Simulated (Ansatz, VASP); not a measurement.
## GaN in VASP and in Ansatz

```
CELL_PARAMETERS angstrom
-0.01124 2.24895 2.24895
2.24895 -0.01124 2.24895
2.23771 2.23771 0.00000
ATOMIC_POSITIONS crystal
Ga 0.99928 0.99928 0.00072
N 0.25072 0.25072 0.24928
```

Change from the starting cell: shear_xy strain -1.0%.

Alike in both runs: task single point; functional PBE; k mesh 10 × 10 × 10; occupations fermi-dirac, width 0.02 eV; no spin polarisation.

|  | VASP | Ansatz |
| --- | --- | --- |
| version | VASP 6.6.1 | Ansatz 0.2.0 |
| potentials or method | VASP PAW PBE potentials, release 64 (Ga_d, N) | plane waves, PAW |
| plane-wave cutoff (eV) | 520 | 420 |
| valence electrons in the cell | 18 | 18 |

|  | VASP | Ansatz | Ansatz less VASP |
| --- | --- | --- | --- |
| gap on the k mesh at the Fermi level (eV) | 1.73 | 1.72 | -0.007 |
| pressure (GPa) | 6.3 | 6.2 | -0.06 |
| traceless stress, the component that is largest in VASP (GPa) | 1.55 | 1.55 | -0.003 |
| rms of the force components (eV/Å) | 0.004 | 0.004 | +0.0006 |

Atom by atom the forces differ by 0.001 eV/Å (rms over components). With one functional, cell and mesh, what is left measures potentials, basis and numerics.
